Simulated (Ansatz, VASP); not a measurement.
# B6C: VASP beside Ansatz

```
B C
1.0
     3.31648    0.00000    0.00000
     0.00000    3.31648    0.00000
     0.00000    0.00000    5.20508
B C
6 1
Cartesian
  0.0000 0.0000 3.7364
  0.0000 0.0000 1.4687
  0.0000 1.6582 2.6025
  1.6582 0.0000 2.6025
  1.6582 1.6582 2.6025
  1.6582 1.6582 0.0000
  0.0000 0.0000 0.0000
```

Alike in both runs: functional PBE; k mesh 5 × 5 × 3; occupations gaussian, width 0.2 eV; no spin polarisation.

Ansatz relaxed the structure, and its values are those at the end. VASP's run is a single point on that final structure, the one shown.

|  | VASP | Ansatz |
| --- | --- | --- |
| version | VASP 6.6.1 | Ansatz 0.2.0 |
| potentials or method | VASP PAW PBE potentials, release 64 (B, C), cutoff 600 eV | scalar-relativistic, plane waves, PAW |
| valence electrons in the cell | 22 | 22 |

Ansatz gave:

| Item | Value |
| --- | --- |
| gap on the k mesh at the Fermi level (eV) | none |
| pressure (GPa) | 0.1 |

What did VASP give for the same quantities?

gap on the k mesh at the Fermi level (eV): none; pressure (GPa): 0.0.

A gap of «none» marks a metal or a gap that the smearing closes.

The k mesh is coarse, so the values compare programs but aren't converged.
